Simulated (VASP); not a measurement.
Set up this calculation in VASP 6.6.1, as the native input.

| Property | Result |
| --- | --- |
| Task | relaxation of cell and atoms |
| Functional | PBE |
| Potentials or basis | VASP PAW PBE potentials, release 64 (Ca_sv, Sn_d, N) |
| Cutoff | 600 eV |
| k mesh | 6 × 6 × 12 |
| Occupations | gaussian, width 0.1 eV |
| Spin | no spin polarisation |
| Dipole correction | no |
| Further INCAR settings | ALGO = Normal; EDIFF = 1e-06; IBRION = 2; EDIFFG = -0.01; NSW = 100; ISIF = 3 |

The structure of CaSn3N2 lies in POSCAR:

```
CaSn3N2
1.0
    6.3645817357      0.0000000000      0.0000000000
   -3.1822908678      5.5118894675      0.0000000000
    0.0000000000      0.0000000000      3.3755908080
Ca Sn N
1 3 2
Direct
    0.0000000000      0.0000000000      0.5000000000
    0.0000000000      0.5000000000      0.0000000000
    0.5000000000      0.0000000000      0.0000000000
    0.5000000000      0.5000000000      0.0000000000
    0.3333333333      0.6666666667      0.5000000000
    0.6666666667      0.3333333333      0.5000000000
```

The cell was generated, and may not be a known phase.

One way to write it, as run:

INCAR

```
SYSTEM = CaSn3N2
ALGO = Normal
EDIFF = 1E-6
EDIFFG = -0.01
ENCUT = 600
GGA = PE
IBRION = 2
ISIF = 3
ISMEAR = 0
LASPH = .True.
LCHARG = .False.
LREAL = .False.
LWAVE = .False.
NELM = 60
NSW = 100
PREC = Accurate
SIGMA = 0.1
```

KPOINTS

```
k-points
0
Gamma
  6 6 12
  0 0 0
```

Potentials or basis: VASP PAW PBE potentials, release 64 (Ca_sv, Sn_d, N).

Command:

```bash
$ cat potpaw_PBE.64/Ca_sv/POTCAR potpaw_PBE.64/Sn_d/POTCAR potpaw_PBE.64/N/POTCAR > POTCAR
$ mpirun -np 1 vasp_std > vasp.out
```

Results of the run:

```json
{"Energy gained by relaxing": "0.8 meV/atom", "Ionic steps": "5", "Pressure after relaxing": "0.0 GPa", "Band gap on the k mesh": "zero (bands 31 and 32 overlap by 1.60 eV)"}
```

Caveat: spin-orbit coupling is left out, which moves the levels of the heavy elements.

It took 9.7 min on 1 thread of AMD EPYC 9R45 96-Core Processor (Zen 5), with other jobs on the host, peak memory 0.42 GiB.
